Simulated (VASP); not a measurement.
# Zn2F (P6/mmm) in VASP: a series of runs

Zn2F is run at these levels: PBE; tasks: relaxation of cell and atoms, single point.

Program: VASP 6.6.1. These are calculated values, not measurements. Logs are shortened: lines on timing, memory, paths and dates and some standing lists are left out, and cuts for length are marked.

## Step 1: The cell of the first run

It takes space group P6/mmm (No. 191, hexagonal). Conventional cell: a = 3.387 Å, b = 3.387 Å, c = 3.657 Å, α = 90.00°, β = 90.00°, γ = 120.00°. Zn (site symmetry -6m2) has 3 Zn at 1.96 Å and 6 F at 2.68 Å within 2.7 Å. F (site symmetry 6/mmm) has 12 Zn at 2.68 Å and 6 F at 3.39 Å within 3.5 Å.

## Step 2: Relaxation of cell and atoms, PBE

Contents of INCAR:

```
PREC = Accurate
ENCUT = 600
EDIFF = 1E-6
ISMEAR = 0
SIGMA = 0.1
LREAL = F
LASPH = T
NELM = 80
ALGO = Fast
ISIF = 3
LWAVE = F
LCHARG = F
GGA = PE
IBRION = 2
NSW = 90
EDIFFG = -0.04
```

Contents of KPOINTS:

```
Automatic mesh
0
Gamma
  6 6 6
```

Contents of POSCAR:

```
Zn2F
1.0
    3.3872890069      0.0000000000      0.0000000000
   -1.6936445034      2.9334783299      0.0000000000
    0.0000000000      0.0000000000      3.6573718513
Zn F
2 1
Direct
    0.3333333333      0.6666666667      0.5000000000
    0.6666666667      0.3333333333      0.5000000000
    0.0000000000      0.0000000000      0.0000000000
```

Potentials or basis: VASP PAW PBE potentials, release 64 (Zn, F).

Run with:

```bash
$ cat potpaw_PBE.64/Zn/POTCAR potpaw_PBE.64/F/POTCAR > POTCAR
$ mpirun -np 1 vasp_std > vasp.out
```

OUTCAR:

```text
PREC = Accurate
   ENCUT = 600
   EDIFF = 1E-6
   ISMEAR = 0
   LREAL = F
   LASPH = T
   NELM = 80
   ISIF = 3
   GGA = PE
   IBRION = 2
   NSW = 90
   EDIFFG = -0.04

 ion  position               nearest neighbor table
   1  0.333  0.667  0.500-   2 1.96   2 1.96   2 1.96
   2  0.667  0.333  0.500-   1 1.96   1 1.96   1 1.96
   3  0.000  0.000  0.000-

  LATTYP: Found a hexagonal cell.
 ALAT       =     3.3872890069
 C/A-ratio  =     1.0797342193

  Lattice vectors:

 A1 = (   3.3872890069,   0.0000000000,   0.0000000000)
 A2 = (  -1.6936445034,   2.9334783299,   0.0000000000)
 A3 = (   0.0000000000,   0.0000000000,   3.6573718513)

Analysis of symmetry for initial positions (statically):
=====================================================================
 Subroutine PRICEL returns:
 Original cell was already a primitive cell.

 Routine SETGRP: Setting up the symmetry group for a
 hexagonal supercell.

 Subroutine GETGRP returns: Found 24 space group operations
 (whereof 24 operations were pure point group operations)
 out of a pool of 24 trial point group operations.

The static configuration has the point symmetry D_6h.

Analysis of symmetry for dynamics (positions and initial velocities):
=====================================================================
 Subroutine PRICEL returns:
 Original cell was already a primitive cell.

 Routine SETGRP: Setting up the symmetry group for a
 hexagonal supercell.

 Subroutine GETGRP returns: Found 24 space group operations
 (whereof 24 operations were pure point group operations)
 out of a pool of 24 trial point group operations.

The dynamic configuration has the point symmetry D_6h.

 Subroutine INISYM returns: Found 24 space group operations
 (whereof 24 operations are pure point group operations),
 and found     1 'primitive' translations

----------------------------------------------------------------------------------------

                                     Primitive cell

  volume of cell :      36.3416

  direct lattice vectors                    reciprocal lattice vectors
     3.387289007  0.000000000  0.000000000     0.295221340  0.170446120  0.000000000
    -1.693644503  2.933478330  0.000000000     0.000000000  0.340892240  0.000000000
     0.000000000  0.000000000  3.657371851     0.000000000  0.000000000  0.273420380

  length of vectors
     3.387289007  3.387289007  3.657371851     0.340892240  0.340892240  0.273420380

  position of ions in fractional coordinates (direct lattice)
     0.333333333  0.666666667  0.500000000
     0.666666667  0.333333333  0.500000000
     0.000000000  0.000000000  0.000000000

  ion indices of the primitive-cell ions
   primitive index   ion index
                 1           1
                 2           2
                 3           3

----------------------------------------------------------------------------------------

 KPOINTS: Automatic mesh

Automatic generation of k-mesh.
 Grid dimensions read from file:
 generate k-points for:    6    6    6

 Generating k-lattice:

  Cartesian coordinates                     Fractional coordinates (reciprocal lattice)
     0.049203557  0.028407687  0.000000000     0.166666667  0.000000000  0.000000000
     0.000000000  0.056815373  0.000000000     0.000000000  0.166666667  0.000000000
     0.000000000  0.000000000  0.045570063     0.000000000  0.000000000  0.166666667

  Length of vectors
     0.056815373  0.056815373  0.045570063

  Shift w.r.t. Gamma in fractional coordinates (k-lattice)
     0.000000000  0.000000000  0.000000000

 Subroutine IBZKPT returns following result:
 ===========================================

 Found     28 irreducible k-points:

 Following reciprocal coordinates:
            Coordinates               Weight
  0.000000  0.000000  0.000000      1.000000
  0.166667  0.000000  0.000000      6.000000
  0.333333  0.000000  0.000000      6.000000
  0.500000  0.000000  0.000000      3.000000
  0.166667  0.166667  0.000000      6.000000
  0.333333  0.166667  0.000000     12.000000
[... 16 lines left out ...]
  0.166667  0.000000  0.500000      6.000000
  0.333333  0.000000  0.500000      6.000000
 [... further k-points ...]
   k-points           NKPTS =     28   k-points in BZ     NKDIM =     28   number of bands    NBANDS=     19
   number of dos      NEDOS =    301   number of ions     NIONS =      3
   total plane-waves  NPLWV =  23520
   dimension x,y,z NGX =    28 NGY =   28 NGZ =   30
   dimension x,y,z NGXF=    56 NGYF=   56 NGZF=   60
   ions per type =               2   1
   NGX,Y,Z   is equivalent  to a cutoff of  13.74, 13.74, 13.64 a.u.
   NGXF,Y,Z  is equivalent  to a cutoff of  27.48, 27.48, 27.27 a.u.
 SYSTEM =  unknown system
   PREC   = accura    normal or accurate (medium, high low for compatibility)
   ISTART =      0    job   : 0-new  1-cont  2-samecut
   ICHARG =      2    charge: 1-file 2-atom 10-const
   ISPIN  =      1    spin polarized calculation?
   LNONCOLLINEAR =      F non collinear calculations
   LSORBIT =      F    spin-orbit coupling
   LASPH  =      T    aspherical Exc in radial PAW
   ENCUT  =  600.0 eV  44.10 Ry    6.64 a.u.   6.77  6.77  7.30*2*pi/ulx,y,z
   NELM   =     80;   NELMIN=  2; NELMDL= -5     # of ELM steps
   EDIFF  = 0.1E-05   stopping-criterion for ELM
   LREAL  =      F    real-space projection
   EDIFFG = -.4E-01   stopping-criterion for IOM
   NSW    =     90    number of steps for IOM
   IBRION =      2    ionic relax: 0-MD 1-quasi-New 2-CG
   NFREE  =      1    steps in history (QN), initial steepest desc. (CG)
   ISIF   =      3    stress and relaxation
   ISYM   =      2    0-nonsym 1-usesym 2-fastsym
   POTIM  = 0.5000    time-step for ionic-motion
   TEBEG  =    0.0;   TEEND  =   0.0 temperature during run
   PSTRESS=    0.0 pullay stress
   NELECT =      31.0000    total number of electrons
   NUPDOWN=      -1.0000    fix difference up-down
   EMIN   =  10.00;   EMAX   =-10.00  energy-range for DOS
   EFERMI =   0.00;   METHOD = LEGACY
   ISMEAR =     0;   SIGMA  =   0.10  broadening in eV -4-tet -1-fermi 0-gaus
   EFERMI_NEDOS =   21; number of points for ismear=-14 and -15
   IALGO  =     68    algorithm
   IMIX   =      4    mixing-type and parameters
     AMIX     =   0.40;   BMIX     =  1.00
     AMIX_MAG =   1.60;   BMIX_MAG =  1.00
  volume/ion in A,a.u.               =      12.11        81.75
  Fermi-wavevector in a.u.,A,eV,Ry     =   1.552604  2.933996 32.797912  2.410579
  Thomas-Fermi vector in A             =   2.656955
   LORBIT       =      0    0 simple, 1 ext, 2 COOP (PROOUT), +10 PAW based schemes
   GGA     = PE    functional components
   LHFCALC =     F    Hartree Fock is set to
   AEXX    =    0.0000 exact exchange contribution
   IVDW    =     0    specifies the selected vdW correction
   LEPSILON=     F    determine dielectric tensor
   LRPA    =     F    only Hartree local field effects (RPA)
 conjugate gradient relaxation of ions
 non-spin polarized calculation
 RMM-DIIS sequential band-by-band and
 Gauss-broadening in eV      SIGMA  =   0.10
  energy-cutoff  :      600.00
  volume of cell :       36.34
 maximum number of plane-waves:      1226
 NGX is ok and might be reduce to    28
   NGX = 13   NGY = 13   NGZ = 15

--------------------------------------- Ionic step        1  -------------------------------------------

 number of electron      30.9999976 magnetization

 Free energy of the ion-electron system (eV)
  ---------------------------------------------------
  ext. energy  EPLUGINS =         0.00000000
  ---------------------------------------------------
  free energy    TOTEN  =        -1.58809062 eV

  energy without entropy =       -1.58725812  energy(sigma->0) =       -1.58767437

------------------------ aborting loop because EDIFF is reached ----------------------------------------

  FORCE on cell =-STRESS in cart. coord.  units (eV):
  Direction    XX          YY          ZZ          XY          YZ          ZX
  --------------------------------------------------------------------------------------
  -------------------------------------------------------------------------------------
  Total       21.3835825     21.3835825      3.2463799      0.0000000      0.0000000      0.0000000
  in kB      942.7288408    942.7288408    143.1217615      0.0000000      0.0000000      0.0000000
  external PRESSURE =     676.1931477 kB  Pullay stress =       0.0000000 kB
[... 92 lines left out ...]
  FREE ENERGIE OF THE ION-ELECTRON SYSTEM (eV)
  ---------------------------------------------------
  free  energy   TOTEN  =        -5.1877626977 eV

  energy  without entropy=       -5.1834138836  energy(sigma->0) =       -5.18558829

 E-fermi :  -0.1433     XC(G=0):  -9.4007

 val. band max:       -0.1612910775   @ k =   0.3333   0.0000   0.0000
 cond. band min:      -0.1020064938   @ k =   0.3333   0.0000   0.1667
 fundamental gap:      0.0592845836
 Fermi energy:        -0.1432725978

 k-point     1 :       0.0000    0.0000    0.0000
  band No.  band energies     occupation
      1     -21.1682      2.00000
      2      -7.5128      2.00000
      3      -7.1258      2.00000
      4      -7.1258      2.00000
      5      -7.0072      2.00000
      6      -7.0072      2.00000
[... 505 lines left out ...]
      6      -7.0234      2.00000
[... 11 lines left out ...]
     18       3.1239      0.00000
     19       5.2061      0.00000

 [... further k-points ...]

 E-fermi :   0.0878     XC(G=0):  -9.6516

 val. band max:        0.0729829792   @ k =   0.0000   0.0000   0.5000
 cond. band min:       0.1236502734   @ k =   0.3333   0.0000   0.1667
 fundamental gap:      0.0506672943
 Fermi energy:         0.0878275581

 k-point     1 :       0.0000    0.0000    0.0000
  band No.  band energies     occupation
      1     -21.0970      2.00000
      2      -7.1853      2.00000
      3      -6.8233      2.00000
      4      -6.8233      2.00000
      5      -6.6982      2.00000
      6      -6.6982      2.00000
[... 505 lines left out ...]
      6      -6.7501      2.00000
[... 11 lines left out ...]
     18       3.5158      0.00000
     19       5.1286      0.00000

 [... further k-points ...]

[... ionic steps 4 to 11 ...]

--------------------------------------- Ionic step       12  -------------------------------------------

 number of electron      31.0000024 magnetization

------------------------ aborting loop because EDIFF is reached ----------------------------------------
[... 69 lines left out ...]
--------------------------------------- Ionic step       14  -------------------------------------------

 number of electron      31.0000005 magnetization

 Free energy of the ion-electron system (eV)
  ---------------------------------------------------
  ext. energy  EPLUGINS =         0.00000000
  ---------------------------------------------------
  free energy    TOTEN  =        -5.30985312 eV

  energy without entropy =       -5.30746314  energy(sigma->0) =       -5.30865813

 E-fermi :   0.7098     XC(G=0): -10.2874

 val. band max:        0.5326702147   @ k =   0.3333   0.1667   0.3333
 cond. band min:       0.7727802470   @ k =   0.1667   0.0000   0.5000
 fundamental gap:      0.2401100323
 Fermi energy:         0.7097546949

 k-point     1 :       0.0000    0.0000    0.0000
  band No.  band energies     occupation
      1     -20.7239      2.00000
      2      -6.4699      2.00000
      3      -6.1698      2.00000
      4      -6.1698      2.00000
      5      -5.9981      2.00000
      6      -5.9981      2.00000
[... 505 lines left out ...]
      6      -6.2028      2.00000
[... 11 lines left out ...]
     18       4.6652      0.00000
     19       4.8873      0.00000

 [... further k-points ...]
[... 5 lines left out ...]
  --------------------------------------------------------------------------------------
  -------------------------------------------------------------------------------------
  Total       -0.0319574     -0.0319574      0.0374723     -0.0000000     -0.0000000     -0.0000000
  in kB       -1.0867906     -1.0867906      1.2743403     -0.0000000     -0.0000000     -0.0000000
  external PRESSURE =      -0.2997470 kB  Pullay stress =       0.0000000 kB
[... 18 lines left out ...]
  FREE ENERGIE OF THE ION-ELECTRON SYSTEM (eV)
  ---------------------------------------------------
  free  energy   TOTEN  =        -5.3098531206 eV

  energy  without entropy=       -5.3074631404  energy(sigma->0) =       -5.30865813

 reached required accuracy - stopping structural energy minimisation
```

It took 7 min on 1 thread of Oxide Virtual Turin-like, shared host; peak memory 0.14 GiB.

What came out:

| Quantity | Value |
| --- | --- |
| Free energy | -5.3099 eV |
| Relaxed volume | 15.70 Å³/atom |
| Relaxed cell | a = 4.234 Å, b = 4.234 Å, c = 3.034 Å, α = 90.00°, β = 90.00°, γ = 120.00° |
| Space group after relaxing (to 0.1 Å) | P6/mmm (No. 191) |
| Energy gained by relaxing | 1240.6 meV/atom |
| Ionic steps | 14 |
| Pressure after relaxing | 0.0 GPa |
| Band gap on the k mesh | zero (an odd number of electrons rules out a gap without spin polarisation) |

Step by step:
```csv
step,energy change (eV),largest force (eV/Å),pressure (GPa),volume (Å³)
1,0.0000,0.0000,67.62,36.34
2,-2.9943,0.0000,-11.07,69.06
3,-3.5997,0.0000,0.58,54.67
4,-3.6066,0.0000,-1.15,56.12
5,-3.6066,0.0000,-0.63,55.67
6,-3.6259,0.0000,-0.64,54.91
7,-3.6686,0.0000,-0.15,52.57
8,-3.7169,0.0000,0.54,47.71
9,-3.2379,0.0000,14.53,37.26
10,-3.7190,0.0000,0.76,47.27
11,-3.7198,0.0000,0.82,46.78
12,-3.7196,0.0000,0.73,46.59
13,-3.7171,0.0000,-1.34,47.84
14,-3.7218,0.0000,-0.03,47.11
```

Final structure:
```
Zn F
1.0
     4.23442    0.00000    0.00000
    -2.11721    3.66711    0.00000
     0.00000    0.00000    3.03402
Zn F
2 1
Direct
  0.33333 0.66667 0.50000
  0.66667 0.33333 0.50000
  0.00000 0.00000 0.00000
```

Levels at points of the mesh, in eV from the Fermi level:
| k point | band 11 | band 12 | band 13 | band 14 | band 15 | band 16 | band 17 | band 18 | band 19 |
| --- | --- | --- | --- | --- | --- | --- | --- | --- | --- |
| (0.00, 0.00, 0.00) | -6.28 | -6.28 | -3.05 | -3.05 | -2.33 | 3.14 | 3.14 | 4.19 | 9.29 |
| (0.50, 0.00, 0.00) | -6.16 | -5.43 | -3.63 | -2.72 | -2.24 | -0.92 | 3.03 | 5.82 | 10.53 |
| (0.00, 0.00, 0.50) | -6.11 | -4.75 | -2.79 | -2.79 | -0.99 | -0.60 | 5.58 | 5.58 | 7.01 |
| (0.50, 0.00, 0.50) | -6.07 | -3.99 | -3.55 | -2.79 | -1.50 | 1.03 | 2.47 | 2.96 | 3.60 |

Caveat: the volume moved by over 15 % at a fixed basis, so the end points are rough; an odd number of electrons without spin polarisation forces a metal; a magnetic or distorted state may lie lower.

(Continued in part 2 of 2.)

The gap in the log of VASP goes by the Fermi energy; the results here count the filled bands.